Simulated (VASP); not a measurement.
Set up this calculation in VASP 6.6.1, as the native input.

| Item | Value |
| --- | --- |
| Task | relaxation of cell and atoms |
| Functional | r2SCAN |
| Dispersion | D4 |
| Potentials or basis | VASP PAW PBE potentials, release 64 (C) |
| Cutoff | 660 eV |
| k mesh | 13 × 13 × 13 |
| Occupations | fermi-dirac, width 0.05 eV |
| Spin | no spin polarisation |
| Dipole correction | no |
| Further INCAR settings | ALGO = Normal; EDIFF = 1e-07; IBRION = 2; EDIFFG = -0.01; NSW = 60; ISIF = 3 |

Crystal: C.

```
CELL_PARAMETERS angstrom
0.00000 1.78337 1.78337
1.78337 0.00000 1.78337
1.78337 1.78337 0.00000
ATOMIC_POSITIONS crystal
C 0.75000 0.75000 0.75000
C 0.50000 0.50000 0.50000
```

These files were run (other wordings do the same):

POSCAR

```
C
1.0
    0.0000000000      1.7833700000      1.7833700000
    1.7833700000      0.0000000000      1.7833700000
    1.7833700000      1.7833700000      0.0000000000
C
2
Direct
    0.7500000000      0.7500000000      0.7500000000
    0.5000000000      0.5000000000      0.5000000000
```

INCAR.step1

```
  PREC = Accurate
  ENCUT = 660
  ISMEAR = -1
  SIGMA = 0.05
  LREAL = False
  LASPH = True
  NELM = 120
  GGA = PE
  ALGO = Normal
  EDIFF = 1E-5
  LWAVE = True
  LCHARG = False
  GGA_COMPAT = False
  IBRION = 2
  ISIF = 3
  EDIFFG = -0.005
  NELMIN = 4
  NSW = 100
```

INCAR.step2

```
  PREC = Accurate
  ENCUT = 660
  EDIFF = 1E-7
  ISMEAR = -1
  SIGMA = 0.05
  LREAL = False
  LASPH = True
  NELM = 120
  ALGO = Normal
  ISIF = 3
  LWAVE = False
  LCHARG = False
  METAGGA = R2SCAN
  LMIXTAU = True
  IVDW = 13
  VDW_S6 = 1.0
  VDW_S8 = 0.6018749
  VDW_A1 = 0.51559235
  VDW_A2 = 5.77342911
  IBRION = 2
  NSW = 60
  EDIFFG = -0.01
  ISTART = 1
  GGA_COMPAT = False
  NELMIN = 4
```

KPOINTS

```
Automatic mesh
0
Gamma
  13 13 13
```

Potentials or basis: VASP PAW PBE potentials, release 64 (C).

Run with:

```console
$ cat potpaw_PBE.64/C/POTCAR > POTCAR
$ cp INCAR.step1 INCAR
$ mpirun -np 1 vasp_std > vasp.out
$ cp INCAR.step2 INCAR
$ mpirun -np 1 vasp_std > vasp.out
```

Results of the run:

```json
{
 "Relaxed volume": "5.62 Å³/atom",
 "Relaxed cell": "a = 2.514 Å, b = 2.514 Å, c = 2.514 Å, α = 60.00°, β = 60.00°, γ = 60.00°",
 "Space group after relaxing (to 0.05 Å)": "Fd-3m (No. 227)",
 "Energy gained by relaxing": "0.8 meV/atom",
 "Ionic steps": "3",
 "Pressure after relaxing": "0.0 GPa",
 "Band gap on the k mesh": "4.36 eV, indirect (least direct gap 5.86 eV)",
 "Dispersion energy per atom": "-0.089 eV"
}
```

Caveat: the PAW data sets were made with another functional, which shifts forces and pressure a little.

Run time: 2.6 min on 1 thread of Intel Xeon 8259CL, with other jobs on the host, peak memory 0.14 GiB.
